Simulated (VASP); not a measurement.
# NaCl (Fm-3m) in VASP: settings compared

Aim: see how the results for NaCl move with the level of theory and the settings. Levels: PBE, PBEsol, LDA. Tasks: vibrations by perturbation theory, dielectric tensor.

All numbers are computed with VASP 6.6.1; they aren't measurements. Logs are shortened: lines on timing, memory, paths and dates and some standing lists are left out, and cuts for length are marked.

**1. The cell of the first run**

The structure is cubic, space group Fm-3m (No. 225). The conventional cell has a = 5.588 Å, b = 5.588 Å, c = 5.588 Å, α = 90.00°, β = 90.00°, γ = 90.00°. Cl (site symmetry m-3m) has 6 Na at 2.79 Å within 3.7 Å. Within 3.7 Å of Na (site symmetry m-3m) lie 6 Cl at 2.79 Å.

**2. Vibrations by perturbation theory, PBE**

Input file INCAR:

```
SYSTEM = NaCl
PREC = Accurate
ENCUT = 520
EDIFF = 1E-8
ISMEAR = -1
SIGMA = 0.05
LREAL = .False.
LASPH = .True.
NELM = 60
ALGO = Normal
ISIF = 2
LWAVE = .False.
LCHARG = .False.
GGA = PE
IBRION = 8
NSW = 1
```

Input file KPOINTS:

```
Automatic mesh
0
Gamma
  6 6 6
  0 0 0
```

Input file POSCAR:

```
NaCl
1.0
    0.0000000000      2.7940632177      2.7940632177
    2.7940632177      0.0000000000      2.7940632177
    2.7940632177      2.7940632177      0.0000000000
Cl Na
1 1
Direct
    0.5000000000      0.5000000000      0.5000000000
    0.0000000000      0.0000000000      0.0000000000
```

Potentials or basis: VASP PAW PBE potentials, release 64 (Cl, Na_pv).

The run is started by

```
> cat potpaw_PBE.64/Cl/POTCAR potpaw_PBE.64/Na_pv/POTCAR > POTCAR
> mpirun -np 1 vasp_std > vasp.out
```

OUTCAR:

```text
SYSTEM = NaCl
   PREC = Accurate
   ENCUT = 520
   EDIFF = 1E-8
   ISMEAR = -1
   LREAL = .False.
   LASPH = .True.
   NELM = 60
   ISIF = 2
   GGA = PE
   IBRION = 8
   NSW = 1

 ion  position               nearest neighbor table
   1  0.500  0.500  0.500-
   2  0.000  0.000  0.000-

  LATTYP: Found a face centered cubic cell.
 ALAT       =     5.5881264354

  Lattice vectors:

 A1 = (   0.0000000000,   2.7940632177,   2.7940632177)
 A2 = (   2.7940632177,   0.0000000000,   2.7940632177)
 A3 = (   2.7940632177,   2.7940632177,   0.0000000000)

Analysis of symmetry for initial positions (statically):
=====================================================================
 Subroutine PRICEL returns:
 Original cell was already a primitive cell.

 Routine SETGRP: Setting up the symmetry group for a
 face centered cubic supercell.

 Subroutine GETGRP returns: Found 48 space group operations
 (whereof 48 operations were pure point group operations)
 out of a pool of 48 trial point group operations.

The static configuration has the point symmetry O_h .

Analysis of symmetry for dynamics (positions and initial velocities):
=====================================================================
 Subroutine PRICEL returns:
 Original cell was already a primitive cell.

 Routine SETGRP: Setting up the symmetry group for a
 face centered cubic supercell.

 Subroutine GETGRP returns: Found 48 space group operations
 (whereof 48 operations were pure point group operations)
 out of a pool of 48 trial point group operations.

The dynamic configuration has the point symmetry O_h .

 Subroutine INISYM returns: Found 48 space group operations
 (whereof 48 operations are pure point group operations),
 and found     1 'primitive' translations

----------------------------------------------------------------------------------------

                                     Primitive cell

[... 370 lines left out ...]
  external PRESSURE =      15.1885924 kB  Pullay stress =       0.0000000 kB

 VOLUME and BASIS-vectors are now :
 -----------------------------------------------------------------------------
  energy-cutoff  :      520.00
  volume of cell :       43.63
      direct lattice vectors                 reciprocal lattice vectors
     0.000000000  2.794063218  2.794063218    -0.178950854  0.178950854  0.178950854
     2.794063218  0.000000000  2.794063218     0.178950854 -0.178950854  0.178950854
     2.794063218  2.794063218  0.000000000     0.178950854  0.178950854 -0.178950854

 POSITION                                       TOTAL-FORCE (eV/Angst)
 -----------------------------------------------------------------------------------
      2.79406      2.79406      2.79406        -0.000000      0.000000     -0.000000
      0.00000      0.00000      0.00000         0.000000      0.000000      0.000000
 -----------------------------------------------------------------------------------
    total drift:                               -0.000000      0.000000      0.000000

  FREE ENERGIE OF THE ION-ELECTRON SYSTEM (eV)
  ---------------------------------------------------
  free  energy   TOTEN  =        -6.7657853947 eV

  energy  without entropy=       -6.7657853947  energy(sigma->0) =       -6.76578539

[... ionic steps 2 to 3 ...]

--------------------------------------- Ionic step        4  -------------------------------------------

------------------------ aborting loop because EDIFF is reached ----------------------------------------

[... ionic steps 5 to 6 ...]

--------------------------------------- Ionic step        7  -------------------------------------------

 Free energy of the ion-electron system (eV)
  ---------------------------------------------------
  ---------------------------------------------------
  free energy    TOTEN  =        -0.16168760 eV

  energy without entropy =       -0.16168760

------------------------ aborting loop because EDIFF is reached ----------------------------------------

 INTERNAL STRAIN TENSOR  FOR ION    2  DIRECTION 1   (eV/Angst):
 -----------------------------------------------------------------------------
    -0.00701 -0.00000  0.00000
     0.00000  0.00331  0.00000
     0.00000  0.00000  0.00331

 INTERNAL STRAIN TENSOR FOR ION    2 for displacements in x,y,z  (eV/Angst):
          X           Y           Z          XY          YZ          ZX
  --------------------------------------------------------------------------------
  x     0.00000     0.00000     0.00000     0.00000     0.00000     0.00000
  y     0.00000     0.00000     0.00000     0.00000     0.00000     0.00000
  z     0.00000     0.00000     0.00000     0.00000     0.00000     0.00000

 SECOND DERIVATIVES (NOT SYMMETRIZED)
 ------------------------------------
               1X          1Y          1Z          2X          2Y          2Z
  1X    -1.580732    0.000000    0.000000    1.580732    0.000000    0.000000
  1Y     0.000000   -1.580732    0.000000    0.000000    1.580732    0.000000
  1Z     0.000000    0.000000   -1.580732    0.000000    0.000000    1.580732
  2X     1.595741    0.000000    0.000000   -1.595741    0.000000    0.000000
  2Y     0.000000    1.595741    0.000000    0.000000   -1.595741    0.000000
  2Z     0.000000    0.000000    1.595741    0.000000    0.000000   -1.595741

 Eigenvectors and eigenvalues of the dynamical matrix
 ----------------------------------------------------

   1 f  =    5.278353 THz    33.164870 2PiTHz  176.066906 cm-1    21.829504 meV
             X         Y         Z           dx          dy          dz
      2.794063  2.794063  2.794063    -0.625398    0.000000    0.000000
      0.000000  0.000000  0.000000     0.780306   -0.000000    0.000000
[... 21 lines left out ...]
   6 f/i=    0.012171 THz     0.076470 2PiTHz    0.405966 cm-1     0.050333 meV
             X         Y         Z           dx          dy          dz
      2.794063  2.794063  2.794063     0.124146   -0.674544    0.372096
      0.000000  0.000000  0.000000     0.099500   -0.540633    0.298227

--------------------------------------------------------------------------------------------------------

 ELASTIC MODULI CONTR FROM IONIC RELAXATION (kBar)
 Direction    XX          YY          ZZ          XY          YZ          ZX
 --------------------------------------------------------------------------------
 XX           0.0000      0.0000      0.0000      0.0000      0.0000      0.0000
 YY           0.0000      0.0000      0.0000      0.0000      0.0000      0.0000
 ZZ           0.0000      0.0000      0.0000      0.0000      0.0000      0.0000
 XY           0.0000      0.0000      0.0000      0.0000      0.0000      0.0000
 YZ           0.0000      0.0000      0.0000      0.0000      0.0000      0.0000
 ZX           0.0000      0.0000      0.0000      0.0000      0.0000      0.0000
 --------------------------------------------------------------------------------
```

OSZICAR:

```text
N       E                     dE             d eps       ncg     rms          rms(c)
DAV:   1     0.994399297549E+02    0.99440E+02   -0.75481E+03   352   0.131E+03
DAV:   2     0.661502560461E+00   -0.98778E+02   -0.91508E+02   414   0.279E+02
DAV:   3    -0.680954133172E+01   -0.74710E+01   -0.74273E+01   421   0.780E+01
DAV:   4    -0.695534403975E+01   -0.14580E+00   -0.14566E+00   391   0.121E+01
[... 46 lines left out ...]
RMM:   8    -0.161687419267E+00   -0.75839E-07   -0.25839E-08  1360   0.101E-03    0.224E-04
RMM:   9    -0.161687674024E+00   -0.25476E-06    0.10798E-08  1307   0.703E-04    0.413E-05
RMM:  10    -0.161687608253E+00    0.65771E-07    0.47732E-08  1344   0.293E-04    0.156E-05
RMM:  11    -0.161687597738E+00    0.10515E-07    0.10128E-08  1430   0.161E-04    0.515E-06
RMM:  12    -0.161687597526E+00    0.21169E-09    0.10941E-08  1403   0.106E-04    0.314E-06
 Linear response finished
```

It took 38 s on 1 thread of Intel Xeon Platinum 8481C at 2.70GHz (Sapphire Rapids), shared host; peak memory 0.2 GiB.

Results:

* Highest phonon frequency at Γ, LO-TO splitting left out: 176 cm⁻¹

Phonon frequencies in cm⁻¹ (negative: imaginary):
```
              q point        frequencies
(0.000, 0.000, 0.000)  0 0 0 176 176 176
```

Caveat: the cell wasn't relaxed at this level first, which shifts response properties.

**3. Dielectric tensor, PBEsol**

Input file INCAR:

```
PREC = Accurate ; ENCUT = 520
EDIFF = 1E-8 ; ISMEAR = 0
SIGMA = 0.01 ; LREAL = False
LASPH = True ; NELM = 80
ALGO = Normal ; ISIF = 2
LWAVE = False ; LCHARG = False
GGA = PS ; LEPSILON = True
```

Input file KPOINTS:

```
regular mesh
0
Gamma
  8 8 8
```

POSCAR is that of step 2.

Potentials or basis: VASP PAW PBE potentials, release 64 (Cl, Na_pv).

The run is started by

```
> cat potpaw_PBE.64/Cl/POTCAR potpaw_PBE.64/Na_pv/POTCAR > POTCAR
> mpirun -np 1 vasp_std > vasp.out
```

OUTCAR:

```text
PREC = Accurate
   ENCUT = 520
   EDIFF = 1E-8
   ISMEAR = 0
   LREAL = False
   LASPH = True
   NELM = 80
   ISIF = 2
   GGA = PS
   LEPSILON = True

 ion  position               nearest neighbor table
   1  0.500  0.500  0.500-
   2  0.000  0.000  0.000-

  LATTYP: Found a face centered cubic cell.
 ALAT       =     5.5881264354

  Lattice vectors:

 A1 = (   0.0000000000,   2.7940632177,   2.7940632177)
 A2 = (   2.7940632177,   0.0000000000,   2.7940632177)
 A3 = (   2.7940632177,   2.7940632177,   0.0000000000)

Analysis of symmetry for initial positions (statically):
=====================================================================
 Subroutine PRICEL returns:
 Original cell was already a primitive cell.

 Routine SETGRP: Setting up the symmetry group for a
 face centered cubic supercell.

 Subroutine GETGRP returns: Found 48 space group operations
 (whereof 48 operations were pure point group operations)
 out of a pool of 48 trial point group operations.

The static configuration has the point symmetry O_h .

Analysis of symmetry for dynamics (positions and initial velocities):
=====================================================================
 Subroutine PRICEL returns:
 Original cell was already a primitive cell.

 Routine SETGRP: Setting up the symmetry group for a
 face centered cubic supercell.

 Subroutine GETGRP returns: Found 48 space group operations
 (whereof 48 operations were pure point group operations)
 out of a pool of 48 trial point group operations.

The dynamic configuration has the point symmetry O_h .

 Subroutine INISYM returns: Found 48 space group operations
 (whereof 48 operations are pure point group operations),
 and found     1 'primitive' translations

----------------------------------------------------------------------------------------

                                     Primitive cell

  volume of cell :      43.6253

  direct lattice vectors                    reciprocal lattice vectors
     0.000000000  2.794063218  2.794063218    -0.178950854  0.178950854  0.178950854
     2.794063218  0.000000000  2.794063218     0.178950854 -0.178950854  0.178950854
     2.794063218  2.794063218  0.000000000     0.178950854  0.178950854 -0.178950854

  length of vectors
     3.951402097  3.951402097  3.951402097     0.309951972  0.309951972  0.309951972

  position of ions in fractional coordinates (direct lattice)
     0.500000000  0.500000000  0.500000000
     0.000000000  0.000000000  0.000000000

  ion indices of the primitive-cell ions
   primitive index   ion index
                 1           1
                 2           2

----------------------------------------------------------------------------------------

[... 443 lines left out ...]
      1     -21.2507      2.00000
      2     -21.2323      2.00000
      3     -21.2278      2.00000
      4     -12.9213      2.00000
      5      -2.3908      2.00000
      6      -1.4451      2.00000
      7      -1.0656      2.00000
      8       7.5931      0.00000
      9       8.9478      0.00000
     10       9.5878      0.00000
     11      11.1019      0.00000

 [... further k-points ...]

  FORCE on cell =-STRESS in cart. coord.  units (eV):
  Direction    XX          YY          ZZ          XY          YZ          ZX
  --------------------------------------------------------------------------------------
  -------------------------------------------------------------------------------------
  Total        0.0594580      0.0594580      0.0594580     -0.0000000     -0.0000000      0.0000000
  in kB        2.1836441      2.1836441      2.1836441     -0.0000000     -0.0000000      0.0000000
  external PRESSURE =       2.1836441 kB  Pullay stress =       0.0000000 kB

 VOLUME and BASIS-vectors are now :
 -----------------------------------------------------------------------------
  energy-cutoff  :      520.00
  volume of cell :       43.63
      direct lattice vectors                 reciprocal lattice vectors
     0.000000000  2.794063218  2.794063218    -0.178950854  0.178950854  0.178950854
     2.794063218  0.000000000  2.794063218     0.178950854 -0.178950854  0.178950854
     2.794063218  2.794063218  0.000000000     0.178950854  0.178950854 -0.178950854

 POSITION                                       TOTAL-FORCE (eV/Angst)
 -----------------------------------------------------------------------------------
      2.79406      2.79406      2.79406        -0.000000      0.000000      0.000000
      0.00000      0.00000      0.00000         0.000000     -0.000000      0.000000
 -----------------------------------------------------------------------------------
    total drift:                               -0.000000      0.000000      0.000000

  FREE ENERGIE OF THE ION-ELECTRON SYSTEM (eV)
  ---------------------------------------------------
  free  energy   TOTEN  =        -6.9979633338 eV

  energy  without entropy=       -6.9979633338  energy(sigma->0) =       -6.99796333

 HEAD OF MICROSCOPIC STATIC DIELECTRIC TENSOR (INDEPENDENT PARTICLE, excluding Hartree and local field effects)
 ------------------------------------------------------
           2.833378     0.000000    -0.000000
           0.000000     2.833378     0.000000
           0.000000     0.000000     2.833378
 ------------------------------------------------------

 Free energy of the ion-electron system (eV)
  ---------------------------------------------------
  ---------------------------------------------------
  free energy    TOTEN  =        -0.21321399 eV

  energy without entropy =       -0.21321399

------------------------ aborting loop because EDIFF is reached ----------------------------------------

--------------------------------------- Ionic step        2  -------------------------------------------

------------------------ aborting loop because EDIFF is reached ----------------------------------------

--------------------------------------- Ionic step        3  -------------------------------------------

 Free energy of the ion-electron system (eV)
  ---------------------------------------------------
  ---------------------------------------------------
  free energy    TOTEN  =        -0.21321397 eV

  energy without entropy =       -0.21321397

------------------------ aborting loop because EDIFF is reached ----------------------------------------

 PIEZOELECTRIC TENSOR FIELD DIRECTION 3  (e Angst)
 -----------------------------------------------------------------------------
    -0.00025  0.00000 -0.00000           (  0.00000  0.00000  0.00000)
     0.00000 -0.00025  0.00000           (  0.00000  0.00000  0.00000)
     0.00000  0.00000 -0.00036           (  0.00000  0.00000  0.00000)

 PIEZOELECTRIC TENSOR FIELD DIRECTION 3  (C/m^2)
 -----------------------------------------------------------------------------
    -0.00009  0.00000 -0.00000
     0.00000 -0.00009  0.00000
     0.00000  0.00000 -0.00013

 MACROSCOPIC STATIC DIELECTRIC TENSOR (including local field effects in DFT)
 ------------------------------------------------------
           2.572524     0.000000    -0.000000
          -0.000000     2.572524    -0.000000
           0.000000     0.000000     2.572524
 ------------------------------------------------------

 PIEZOELECTRIC TENSOR (including local field effects)  for field in x, y, z        (e  Angst)
          XX          YY          ZZ          XY          YZ          ZX
  --------------------------------------------------------------------------------
  x     0.00000     0.00000     0.00000     0.00000     0.00000     0.00000
  y     0.00000     0.00000     0.00000     0.00000     0.00000     0.00000
  z     0.00000     0.00000     0.00000     0.00000     0.00000     0.00000

 PIEZOELECTRIC TENSOR (including local field effects)  for field in x, y, z        (C/m^2)
          XX          YY          ZZ          XY          YZ          ZX
  --------------------------------------------------------------------------------
  x     0.00000     0.00000     0.00000     0.00000     0.00000     0.00000
  y     0.00000     0.00000     0.00000     0.00000     0.00000     0.00000
  z     0.00000     0.00000     0.00000     0.00000     0.00000     0.00000

 BORN EFFECTIVE CHARGES (including local field effects) (in |e|, cummulative output)
 ---------------------------------------------------------------------------------
 ion    1
    1    -1.08824     0.00000     0.00000
    2     0.00000    -1.08824     0.00000
    3     0.00000     0.00000    -1.08824
 ion    2
    1     1.08824     0.00000     0.00000
    2     0.00000     1.08824     0.00000
    3     0.00000     0.00000     1.08824
```

stdout:

```text
POSCAR found type information on POSCAR ClNa
 POSCAR found :  2 types and       2 ions
 scaLAPACK will be used
 -----------------------------------------------------------------------------
|                                                                             |
[... 28 lines left out ...]
 dielectric tensor                  component  3 :     0.162    -0.239     2.466
 Linear response to external field, progress :
  Direction:   1
 dielectric tensor                  component  1 :     2.573     0.284     0.092
 Linear response to external field, progress :
  Direction:   2
 dielectric tensor                  component  2 :     0.214     2.573    -0.060
 Linear response to external field, progress :
  Direction:   3
 dielectric tensor                  component  3 :     0.006     0.120     2.573
 Born effective charges drift removed
```

Wall time 3.5 min (1 thread of Intel Xeon 6975P-C, shared host); peak memory 0.22 GiB.

Results:

```yaml
Band_gap_on_the_k_mesh: 5.04 eV, direct
Electronic_dielectric_tensor_diagonal: 2.57
Born_charges_mean_of_the_diagonal: Cl -1.09; Na +1.09 e
```

Electronic dielectric tensor:
```
2.57 0.00 0.00
0.00 2.57 0.00
0.00 0.00 2.57
```

Born effective charge tensors (e):
atom 1, Cl
```
-1.09  0.00  0.00
 0.00 -1.09  0.00
 0.00  0.00 -1.09
```
atom 2, Na
```
1.09 0.00 0.00
0.00 1.09 0.00
0.00 0.00 1.09
```

Caveat: the PAW data sets were made with another functional, which shifts forces and pressure a little. As with any semilocal functional, this PBEsol gap is likely too small.

[end of part 1 of 2]
